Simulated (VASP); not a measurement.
# Mo (Im-3m) in VASP: notebook

The runs below take Mo through single point, relaxation of cell and atoms, with LDA.

Program: VASP 6.6.1. These are calculated values, not measurements. Logs are shortened: lines on timing, memory, paths and dates and some standing lists are left out, and cuts for length are marked.

### Step 1. The cell of the first run

The structure is cubic, space group Im-3m (No. 229). Conventional cell: a = 3.111 Å, b = 3.111 Å, c = 3.111 Å, α = 90.00°, β = 90.00°, γ = 90.00°. Within 3.6 Å of Mo (site symmetry m-3m) lie 14 Mo at 2.69 to 3.11 Å.

### Step 2. Single point, LDA

INCAR

```
PREC = Accurate
ENCUT = 520
EDIFF = 1E-6
ISMEAR = -1
SIGMA = 0.05
LREAL = False
LASPH = True
NELM = 100
ALGO = Normal
ISIF = 2
LWAVE = False
LCHARG = False
NBANDS = 13
```

KPOINTS

```
regular mesh
0
Gamma
  19 19 19
```

POSCAR

```
Mo
1.0
   -1.5555620930      1.5555620930      1.5555620930
    1.5555620930     -1.5555620930      1.5555620930
    1.5555620930      1.5555620930     -1.5555620930
Mo
1
Direct
    0.0000000000      0.0000000000      0.0000000000
```

Potentials or basis: VASP PAW LDA potentials, release 64 (Mo_sv).

Started as:

```
> cat potpaw_LDA.64/Mo_sv/POTCAR > POTCAR
> mpirun -np 1 vasp_std > vasp.out
```

OUTCAR:

```text
PREC = Accurate
   ENCUT = 520
   EDIFF = 1E-6
   ISMEAR = -1
   LREAL = False
   LASPH = True
   NELM = 100
   ISIF = 2

 ion  position               nearest neighbor table
   1  0.000  0.000  0.000-

  LATTYP: Found a body centered cubic cell.
 ALAT       =     3.1111241860

  Lattice vectors:

 A1 = (  -1.5555620930,   1.5555620930,   1.5555620930)
 A2 = (   1.5555620930,  -1.5555620930,   1.5555620930)
 A3 = (   1.5555620930,   1.5555620930,  -1.5555620930)

Analysis of symmetry for initial positions (statically):
=====================================================================
 Subroutine PRICEL returns:
 Original cell was already a primitive cell.

 Routine SETGRP: Setting up the symmetry group for a
 body centered cubic supercell.

 Subroutine GETGRP returns: Found 48 space group operations
 (whereof 48 operations were pure point group operations)
 out of a pool of 48 trial point group operations.

The static configuration has the point symmetry O_h .

Analysis of symmetry for dynamics (positions and initial velocities):
=====================================================================
 Subroutine PRICEL returns:
 Original cell was already a primitive cell.

 Routine SETGRP: Setting up the symmetry group for a
 body centered cubic supercell.

 Subroutine GETGRP returns: Found 48 space group operations
 (whereof 48 operations were pure point group operations)
 out of a pool of 48 trial point group operations.

The dynamic configuration has the point symmetry O_h .

 Subroutine INISYM returns: Found 48 space group operations
 (whereof 48 operations are pure point group operations),
 and found     1 'primitive' translations

----------------------------------------------------------------------------------------

                                     Primitive cell

  volume of cell :      15.0564

  direct lattice vectors                    reciprocal lattice vectors
    -1.555562093  1.555562093  1.555562093     0.000000000  0.321427221  0.321427221
     1.555562093 -1.555562093  1.555562093     0.321427221  0.000000000  0.321427221
     1.555562093  1.555562093 -1.555562093     0.321427221  0.321427221  0.000000000

  length of vectors
     2.694312579  2.694312579  2.694312579     0.454566735  0.454566735  0.454566735

  position of ions in fractional coordinates (direct lattice)
     0.000000000  0.000000000  0.000000000

  ion indices of the primitive-cell ions
   primitive index   ion index
                 1           1

----------------------------------------------------------------------------------------

 KPOINTS: regular mesh

Automatic generation of k-mesh.
 Grid dimensions read from file:
 generate k-points for:   19   19   19

 Generating k-lattice:

  Cartesian coordinates                     Fractional coordinates (reciprocal lattice)
     0.000000000  0.016917222  0.016917222     0.052631579  0.000000000  0.000000000
     0.016917222  0.000000000  0.016917222     0.000000000  0.052631579  0.000000000
     0.016917222  0.016917222  0.000000000     0.000000000  0.000000000  0.052631579

  Length of vectors
     0.023924565  0.023924565  0.023924565

  Shift w.r.t. Gamma in fractional coordinates (k-lattice)
     0.000000000  0.000000000  0.000000000

 Subroutine IBZKPT returns following result:
 ===========================================

 Found    220 irreducible k-points:

 Following reciprocal coordinates:
            Coordinates               Weight
  0.000000  0.000000  0.000000      1.000000
  0.052632  0.000000  0.000000     12.000000
  0.105263  0.000000  0.000000     12.000000
  0.157895  0.000000  0.000000     12.000000
  0.210526  0.000000  0.000000     12.000000
  0.263158  0.000000  0.000000     12.000000
[... 16 lines left out ...]
  0.263158  0.105263 -0.000000     48.000000
  0.315789  0.105263 -0.000000     48.000000
 [... further k-points ...]
   k-points           NKPTS =    220   k-points in BZ     NKDIM =    220   number of bands    NBANDS=     13
   number of dos      NEDOS =    301   number of ions     NIONS =      1
   total plane-waves  NPLWV =   8000
   dimension x,y,z NGX =    20 NGY =   20 NGZ =   20
   dimension x,y,z NGXF=    40 NGYF=   40 NGZF=   40
   ions per type =               1
   NGX,Y,Z   is equivalent  to a cutoff of  12.34, 12.34, 12.34 a.u.
   NGXF,Y,Z  is equivalent  to a cutoff of  24.68, 24.68, 24.68 a.u.
 SYSTEM =  unknown system
   PREC   = accura    normal or accurate (medium, high low for compatibility)
   ISTART =      0    job   : 0-new  1-cont  2-samecut
   ICHARG =      2    charge: 1-file 2-atom 10-const
   ISPIN  =      1    spin polarized calculation?
   LNONCOLLINEAR =      F non collinear calculations
   LSORBIT =      F    spin-orbit coupling
   LASPH  =      T    aspherical Exc in radial PAW
   ENCUT  =  520.0 eV  38.22 Ry    6.18 a.u.   5.01  5.01  5.01*2*pi/ulx,y,z
   NELM   =    100;   NELMIN=  2; NELMDL= -5     # of ELM steps
   EDIFF  = 0.1E-05   stopping-criterion for ELM
   LREAL  =      F    real-space projection
   EDIFFG = 0.1E-04   stopping-criterion for IOM
   NSW    =      0    number of steps for IOM
   IBRION =     -1    ionic relax: 0-MD 1-quasi-New 2-CG
   NFREE  =      0    steps in history (QN), initial steepest desc. (CG)
   ISIF   =      2    stress and relaxation
   ISYM   =      2    0-nonsym 1-usesym 2-fastsym
   POTIM  = 0.5000    time-step for ionic-motion
   TEBEG  =    0.0;   TEEND  =   0.0 temperature during run
   PSTRESS=    0.0 pullay stress
   NELECT =      14.0000    total number of electrons
   NUPDOWN=      -1.0000    fix difference up-down
   EMIN   =  10.00;   EMAX   =-10.00  energy-range for DOS
   EFERMI =   0.00;   METHOD = LEGACY
   ISMEAR =    -1;   SIGMA  =   0.05  broadening in eV -4-tet -1-fermi 0-gaus
   EFERMI_NEDOS =   21; number of points for ismear=-14 and -15
   IALGO  =     38    algorithm
   IMIX   =      4    mixing-type and parameters
     AMIX     =   0.40;   BMIX     =  1.00
     AMIX_MAG =   1.60;   BMIX_MAG =  1.00
  volume/ion in A,a.u.               =      15.06       101.61
  Fermi-wavevector in a.u.,A,eV,Ry     =   1.597878  3.019551 34.738567  2.553213
  Thomas-Fermi vector in A             =   2.695415
   LORBIT       =      0    0 simple, 1 ext, 2 COOP (PROOUT), +10 PAW based schemes
   GGA     = CA    functional components
   LHFCALC =     F    Hartree Fock is set to
   AEXX    =    0.0000 exact exchange contribution
   IVDW    =     0    specifies the selected vdW correction
   LEPSILON=     F    determine dielectric tensor
   LRPA    =     F    only Hartree local field effects (RPA)
 non-spin polarized calculation
  energy-cutoff  :      520.00
  volume of cell :       15.06
 maximum number of plane-waves:       420
   NGX =  9   NGY =  9   NGZ =  9

 number of electron      13.9999996 magnetization

 Free energy of the ion-electron system (eV)
  ---------------------------------------------------
  ext. energy  EPLUGINS =         0.00000000
  ---------------------------------------------------
  free energy    TOTEN  =       -12.13334350 eV

  energy without entropy =      -12.12805566  energy(sigma->0) =      -12.13069958

 E-fermi :  13.1191     XC(G=0): -13.8139

 val. band max:       13.0716946555   @ k =   0.3684   0.0000   0.0000
 cond. band min:      13.1385524657   @ k =  -0.4737  -0.4737   0.0526
 fundamental gap:      0.0668578102
 Fermi energy:        13.1190603953

 k-point     1 :       0.0000    0.0000    0.0000
  band No.  band energies     occupation
      1     -47.8619      2.00000
      2     -21.2091      2.00000
      3     -21.2091      2.00000
      4     -21.2091      2.00000
      5       5.7372      2.00000
      6      11.6338      2.00000
      7      11.6338      2.00000
      8      11.6338      2.00000
      9      14.7773      0.00000
     10      14.7773      0.00000
     11      27.9599      0.00000
     12      27.9599      0.00000
     13      27.9599      0.00000

 k-point     2 :       0.0526    0.0000    0.0000
  band No.  band energies     occupation
      1     -47.8535      2.00000
      2     -21.2558      2.00000
      3     -21.2233      2.00000
      4     -21.2095      2.00000
      5       5.8664      2.00000
      6      11.5597      2.00000
      7      11.6224      2.00000
      8      11.7556      2.00000
      9      14.6643      0.00000
     10      14.7787      0.00000
     11      28.0609      0.00000
     12      28.1774      0.00000
     13      28.2318      0.00000

 k-point     3 :       0.1053    0.0000    0.0000
  band No.  band energies     occupation
      1     -47.8294      2.00000
      2     -21.3898      2.00000
      3     -21.2645      2.00000
      4     -21.2106      2.00000
      5       6.2357      2.00000
      6      11.3522      2.00000
      7      11.5728      2.00000
      8      12.1164      2.00000
      9      14.4088      0.00000
     10      14.7876      0.00000
     11      28.3137      0.00000
     12      28.8130      0.00000
     13      28.9296      0.00000

 k-point     4 :       0.1579    0.0000    0.0000
  band No.  band energies     occupation
      1     -47.7919      2.00000
      2     -21.5933      2.00000
      3     -21.3275      2.00000
      4     -21.2124      2.00000
      5       6.7838      2.00000
      6      11.0503      2.00000
      7      11.4673      2.00000
      8      12.7028      1.99952
      9      14.1929      0.00000
     10      14.8158      0.00000
     11      28.5439      0.00000
     12      29.7097      0.00000
     13      29.8222      0.00000

 k-point     5 :       0.2105    0.0000    0.0000
  band No.  band energies     occupation
      1     -47.7448      2.00000
      2     -21.8411      2.00000
      3     -21.4050      2.00000
      4     -21.2147      2.00000
      5       7.3802      2.00000
      6      10.7014      2.00000
      7      11.3822      2.00000
      8      13.4907      0.00118
      9      14.1486      0.00000
     10      14.8760      0.00000
     11      28.4522      0.00000
     12      30.0298      0.00000
     13      31.1464      0.00000
[... 257 lines left out ...]
 k-point    22 :       0.2105    0.1053   -0.0000
  band No.  band energies     occupation
      1     -47.6772      2.00000
      2     -22.1452      2.00000
      3     -21.5001      2.00000
      4     -21.2751      2.00000
      5       8.1492      2.00000
      6      10.3878      2.00000
      7      11.0568      2.00000
      8      13.9707      0.00000
      9      15.0406      0.00000
     10      15.2965      0.00000
     11      28.2708      0.00000
     12      29.4226      0.00000
     13      31.9722      0.00000

 k-point    23 :       0.2632    0.1053   -0.0000
  band No.  band energies     occupation
      1     -47.6292      2.00000
      2     -22.3612      2.00000
      3     -21.5946      2.00000
      4     -21.2803      2.00000
      5       8.2677      2.00000
      6      10.0879      2.00000
      7      11.5403      2.00000
      8      14.2064      0.00000
      9      15.3857      0.00000
     10      16.2296      0.00000
     11      27.3034      0.00000
     12      28.5097      0.00000
     13      33.1294      0.00000

 k-point    24 :       0.3158    0.1053   -0.0000
  band No.  band energies     occupation
      1     -47.5874      2.00000
      2     -22.5438      2.00000
      3     -21.6766      2.00000
      4     -21.2843      2.00000
      5       8.1437      2.00000
      6       9.8543      2.00000
      7      12.2883      2.00000
      8      14.5010      0.00000
      9      15.5454      0.00000
     10      17.3720      0.00000
     11      26.4137      0.00000
     12      27.3090      0.00000
     13      32.0538      0.00000

 [... further k-points ...]

------------------------ aborting loop because EDIFF is reached ----------------------------------------

  FORCE on cell =-STRESS in cart. coord.  units (eV):
  Direction    XX          YY          ZZ          XY          YZ          ZX
  --------------------------------------------------------------------------------------
  -------------------------------------------------------------------------------------
  Total        0.1120573      0.1120573      0.1120573     -0.0000000      0.0000000      0.0000000
  in kB       11.9241820     11.9241820     11.9241820     -0.0000000      0.0000000      0.0000000
  external PRESSURE =      11.9241820 kB  Pullay stress =       0.0000000 kB

 VOLUME and BASIS-vectors are now :
 -----------------------------------------------------------------------------
  energy-cutoff  :      520.00
  volume of cell :       15.06
      direct lattice vectors                 reciprocal lattice vectors
    -1.555562093  1.555562093  1.555562093     0.000000000  0.321427221  0.321427221
     1.555562093 -1.555562093  1.555562093     0.321427221  0.000000000  0.321427221
     1.555562093  1.555562093 -1.555562093     0.321427221  0.321427221  0.000000000

 POSITION                                       TOTAL-FORCE (eV/Angst)
 -----------------------------------------------------------------------------------
      0.00000      0.00000      0.00000        -0.000000      0.000000      0.000000
 -----------------------------------------------------------------------------------
    total drift:                                0.000000     -0.000000      0.000000

  FREE ENERGIE OF THE ION-ELECTRON SYSTEM (eV)
  ---------------------------------------------------
  free  energy   TOTEN  =       -12.1333434995 eV

  energy  without entropy=      -12.1280556611  energy(sigma->0) =      -12.13069958
```

Run time: 11 s. Hardware: 1 thread of Intel Xeon 6975P-C (Granite Rapids), shared host; peak memory 0.14 GiB.

What came out:

- Free energy: -12.1333 eV
- Pressure: 1.2 GPa
- Band gap on the k mesh: zero (bands 7 and 8 overlap by 5.48 eV)

Levels at points of the mesh, in eV from the Fermi level:
```csv
k point,band 3,band 4,band 5,band 6,band 7,band 8,band 9,band 10,band 11,band 12
"(0.00, 0.00, 0.00)",-34.33,-34.33,-7.38,-1.49,-1.49,-1.49,1.66,1.66,14.84,14.84
```

### Step 3. Relaxation of cell and atoms, LDA

This run uses another cell than the first one, of 15.58 Å³/atom.

INCAR

```
SYSTEM = Mo
PREC = Accurate ; ENCUT = 600
EDIFF = 1E-7 ; ISMEAR = -1
SIGMA = 0.05 ; LREAL = .FALSE.
LASPH = .TRUE. ; NELM = 60
ALGO = Normal ; ISIF = 3
LWAVE = .FALSE. ; LCHARG = .FALSE.
IBRION = 2 ; NSW = 60
EDIFFG = -0.005
```

KPOINTS

```
regular mesh
0
G
  19 19 19
  0 0 0
```

POSCAR

```
Mo
1.0
   -1.5733879534      1.5733879534      1.5733879534
    1.5733879534     -1.5733879534      1.5733879534
    1.5733879534      1.5733879534     -1.5733879534
Mo
1
Direct
    0.0000000000      0.0000000000      0.0000000000
```

Potentials or basis: VASP PAW LDA potentials, release 64 (Mo_sv).

Started as:

```
> cat potpaw_LDA.64/Mo_sv/POTCAR > POTCAR
> mpirun -np 1 vasp_std > vasp.out
```

OUTCAR:

```text
SYSTEM = Mo
   PREC = Accurate
   ENCUT = 600
   EDIFF = 1E-7
   ISMEAR = -1
   LREAL = .FALSE.
   LASPH = .TRUE.
   NELM = 60
   ISIF = 3
   IBRION = 2
   NSW = 60
   EDIFFG = -0.005

 ion  position               nearest neighbor table
   1  0.000  0.000  0.000-

  LATTYP: Found a body centered cubic cell.
 ALAT       =     3.1467759068

  Lattice vectors:

 A1 = (  -1.5733879534,   1.5733879534,   1.5733879534)
 A2 = (   1.5733879534,  -1.5733879534,   1.5733879534)
 A3 = (   1.5733879534,   1.5733879534,  -1.5733879534)

Analysis of symmetry for initial positions (statically):
=====================================================================
 Subroutine PRICEL returns:
[... 292 lines left out ...]
 k-point     1 :       0.0000    0.0000    0.0000
  band No.  band energies     occupation
      1     -47.9294      2.00000
      2     -21.2879      2.00000
      3     -21.2879      2.00000
      4     -21.2879      2.00000
      5       5.6809      2.00000
      6      11.5730      2.00000
      7      11.5730      2.00000
      8      11.5730      2.00000
      9      14.7006      0.00000
     10      14.7006      0.00000
     11      27.8859      0.00000
[... 309 lines left out ...]
 k-point    24 :       0.3158    0.1053   -0.0000
  band No.  band energies     occupation
      1     -47.6593      2.00000
      2     -22.6054      2.00000
      3     -21.7496      2.00000
      4     -21.3619      2.00000
      5       8.0946      2.00000
      6       9.8035      2.00000
      7      12.2156      2.00000
      8      14.4244      0.00000
      9      15.4619      0.00000
     10      17.2780      0.00000
     11      26.3162      0.00000

 [... further k-points ...]

------------------------ aborting loop because EDIFF is reached ----------------------------------------

  FORCE on cell =-STRESS in cart. coord.  units (eV):
  Direction    XX          YY          ZZ          XY          YZ          ZX
  --------------------------------------------------------------------------------------
  -------------------------------------------------------------------------------------
  Total       -0.0040119     -0.0040119     -0.0040119      0.0000000      0.0000000     -0.0000000
  in kB       -0.4251554     -0.4251554     -0.4251554      0.0000000      0.0000000     -0.0000000
  external PRESSURE =      -0.4251554 kB  Pullay stress =       0.0000000 kB
[... 16 lines left out ...]
  FREE ENERGIE OF THE ION-ELECTRON SYSTEM (eV)
  ---------------------------------------------------
  free  energy   TOTEN  =       -12.1339158546 eV

  energy  without entropy=      -12.1286191987  energy(sigma->0) =      -12.13126753

 reached required accuracy - stopping structural energy minimisation
```

CONTCAR:

```text
Mo
   1.00000000000000
    -1.5577001672502286    1.5577001672502286    1.5577001672502286
     1.5577001672502286   -1.5577001672502286    1.5577001672502286
     1.5577001672502286    1.5577001672502286   -1.5577001672502286
  Mo
     1
Direct
     1.0000000000000000    1.0000000000000000    1.0000000000000000

  0.00000000E+00  0.00000000E+00  0.00000000E+00
```

Wall time 30 s (1 thread of Intel Xeon 6975P-C (Granite Rapids), shared host); peak memory 0.18 GiB.

Results:

| Quantity | Value |
| --- | --- |
| Free energy | -12.1339 eV |
| Relaxed volume | 15.12 Å³/atom |
| Relaxed cell | a = 2.698 Å, b = 2.698 Å, c = 2.698 Å, α = 109.47°, β = 109.47°, γ = 109.47° |
| Space group after relaxing (to 0.1 Å) | Im-3m (No. 229) |
| Energy gained by relaxing | 12.3 meV/atom |
| Ionic steps | 4 |
| Pressure after relaxing | 0.0 GPa |
| Band gap on the k mesh | zero (bands 7 and 8 overlap by 5.44 eV) |

Step by step:
```tsv
step	energy change (eV)	largest force (eV/Å)	pressure (GPa)	volume (Å³)
1	0.0000	0.0000	-8.26	15.58
2	0.1024	0.0000	30.99	13.84
3	-0.0122	0.0000	-0.32	15.13
4	-0.0123	0.0000	-0.04	15.12
```

Final structure:
```
Mo
1.0
    -1.55770    1.55770    1.55770
     1.55770   -1.55770    1.55770
     1.55770    1.55770   -1.55770
Mo
1
Direct
  0.00000 0.00000 0.00000
```
